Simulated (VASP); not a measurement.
CaIr2, 6 atoms in the cell. The structure is cubic, space group Fd-3m (No. 227). The conventional cell has a = 7.451 Å, b = 7.451 Å, c = 7.451 Å, α = 90.00°, β = 90.00°, γ = 90.00°. Ca (site symmetry -43m) has 12 Ir at 3.09 Å and 4 Ca at 3.23 Å within 4.1 Å. Within 3.5 Å of Ir (site symmetry -3m) lie 6 Ir at 2.63 Å and 6 Ca at 3.09 Å. 

| Quantity | Value |
| --- | --- |
| Program | VASP 6.6.1 |
| Task | single point |
| Functional | r2SCAN |
| Potentials or basis | VASP PAW PBE potentials, release 64 (Ca_sv, Ir) |
| Cutoff | 520 eV |
| k mesh | 8 × 8 × 8 |
| Occupations | gaussian, width 0.1 eV |
| Spin | no spin polarisation |
| Dipole correction | no |
| Further INCAR settings | ALGO = Normal; EDIFF = 1e-06; NBANDS = 37 |

Potentials or basis: VASP PAW PBE potentials, release 64 (Ca_sv, Ir).

Launch:

```sh
$ cat potpaw_PBE.64/Ca_sv/POTCAR potpaw_PBE.64/Ir/POTCAR > POTCAR
$ cp INCAR.step1 INCAR
$ mpirun -np 1 vasp_std > vasp.out
$ cp INCAR.step2 INCAR
$ mpirun -np 1 vasp_std > vasp.out
```

Hardware: 1 thread of AMD EPYC 9R45 96-Core Processor (Zen 5) (shared host).

Estimate the wall time of this run.

Wall time 3.8 min on 1 thread of AMD EPYC 9R45 96-Core Processor (Zen 5), on a shared host, peak memory 0.28 GiB. Counts: k points 29.
